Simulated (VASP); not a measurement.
Here is a VASP 6.6.1 calculation.

The input INCAR:

```
  PREC = Accurate
  ENCUT = 520
  EDIFF = 1E-6
  ISMEAR = 0
  SIGMA = 0.02
  LREAL = F
  LASPH = T
  NELM = 80
  ALGO = Normal
  ISIF = 2
  LWAVE = F
  LCHARG = T
  GGA = PE
  LELF = T
  LVHAR = T
  NBANDS = 26
```

File KPOINTS:

```
regular mesh
0
Gamma
  12 12 4
```

File POSCAR:

```
ZnS
1.0
    3.8825075997      0.0000000000      0.0000000000
   -1.9412537999      3.3623502117      0.0000000000
    0.0000000000      0.0000000000      6.3676894837
Zn S
2 2
Direct
    0.3333333333      0.6666666667      0.0002666736
    0.6666666667      0.3333333333      0.5002666736
    0.3333333333      0.6666666667      0.3747333264
    0.6666666667      0.3333333333      0.8747333264
```

Potentials or basis: VASP PAW PBE potentials, release 64 (Zn, S).

Run with:

```sh
$ cat potpaw_PBE.64/Zn/POTCAR potpaw_PBE.64/S/POTCAR > POTCAR
$ mpirun -np 1 vasp_std > vasp.out
```

Problem. What does it give for the band gap on the k mesh?

Solution. 1.95 eV, direct.

Problem. What does it give for the largest force?

Solution. 0.006 eV/Å.

Problem. What does it give for the pressure?

Solution. -1.8 GPa.

Forces on the atoms (eV/Å):
```
Zn   0.000  0.000 -0.006
Zn   0.000  0.000 -0.006
S    0.000  0.000  0.006
S    0.000  0.000  0.006
```

A k mesh can miss the band edges.
